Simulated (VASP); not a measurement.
## Pt: single point with PBEsol

Pt:

```xyz
1
Lattice="0.0000 1.9590 1.9590 1.9590 0.0000 1.9590 1.9590 1.9590 0.0000" Properties=species:S:1:pos:R:3 pbc="T T T"
Pt    0.0000    0.0000    0.0000
```

| Property | Result |
| --- | --- |
| Program | VASP 6.6.1 |
| Task | single point |
| Functional | PBEsol |
| Potentials or basis | VASP PAW PBE potentials, release 64 (Pt) |
| Cutoff | 500 eV |
| k mesh | 18 × 18 × 18 |
| Occupations | gaussian, width 0.1 eV |
| Spin | no spin polarisation |

The pressure is -0.4 GPa. The band gap on the k mesh is zero (band 5 reaches 11.65 eV, above the bottom of band 6 at 9.41 eV).

Levels at points of the mesh, in eV from the Fermi level:
```tsv
k point	band 3	band 4	band 5	band 6	band 7	band 8
(0.00, 0.00, 0.00)	-3.83	-3.83	-1.64	-1.64	14.61	19.59
(0.50, 0.00, 0.00)	-3.89	-0.56	0.04	0.04	5.82	14.17
(0.50, 0.50, 0.00)	0.02	0.49	0.49	1.70	8.86	11.34
```

Run time: 31 s on 1 thread of Intel Xeon 8259CL, on a shared host, peak memory 0.15 GiB.

Caveat: the PAW data sets were made with another functional, which shifts forces and pressure a little; spin-orbit coupling is left out, which moves the levels of the heavy elements.
